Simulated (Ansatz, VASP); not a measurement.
Co: VASP beside Ansatz

File INCAR:

```
PREC = Accurate ; ENCUT = 520
EDIFF = 1E-7 ; ISMEAR = -1
SIGMA = 0.1 ; LREAL = False
LASPH = True ; NELM = 150
ALGO = Normal ; ISIF = 2
LWAVE = False ; LCHARG = False
ISPIN = 2 ; MAGMOM = 3
LORBIT = 11 ; LMAXMIX = 4
GGA = PE ; NBANDS = 14
```

KPOINTS

```
regular mesh
0
Gamma
  11 11 11
```

The input POSCAR:

```
Co
1.0
    0.0000000000      1.8140000000      1.8140000000
    1.8140000000      0.0000000000      1.8140000000
    1.8140000000      1.8140000000      0.0000000000
Co
1
Direct
    0.0000000000      0.0000000000      0.0000000000
```

Input for Ansatz:

```yaml
crystal:
  lattice:
    - [0.0, 1.814, 1.814]
    - [1.814, 0.0, 1.814]
    - [1.814, 1.814, 0.0]
  atoms:
    - { symbol: Co, position: [0.0, 0.0, 0.0], spin: 3.0 }
magnetization:
  spin_polarized: true
hamiltonian:
  xc: pbe
  pseudopotentials: { kind: paw }
basis:
  ecutwfc: 420
kpoints:
  mp_grid: { grid: [11, 11, 11] }
scf:
  occupations: { method: fermi_dirac, width: 0.1 }
  lower_state_search: "off"
output:
  forces: true
  stress: true
```

Alike in both runs: task single point; functional PBE; k mesh 11 × 11 × 11; occupations fermi-dirac, width 0.1 eV; collinear spin.

```csv
,VASP,Ansatz
version,VASP 6.6.1,Ansatz 0.2.0
potentials or method,"VASP PAW PBE potentials, release 64 (Co), cutoff 520 eV","PAW, plane waves, scalar-relativistic"
valence electrons in the cell,9,17
```

```csv
,VASP,Ansatz,Ansatz less VASP
pressure (GPa),-15.7,-15.2,+0.43
net moment per atom (μB),1.68,1.70,+0.021
size of the moment on the site where the two differ most (μB),1.71,1.78,+0.064
```

Site moments also hang on the region over which each program counts them. With one functional, cell and mesh, what is left measures potentials, basis and numerics. VASP's potentials hold 9 valence electrons a cell and Ansatz's 17, so a difference there can come from the potentials and not from the codes.
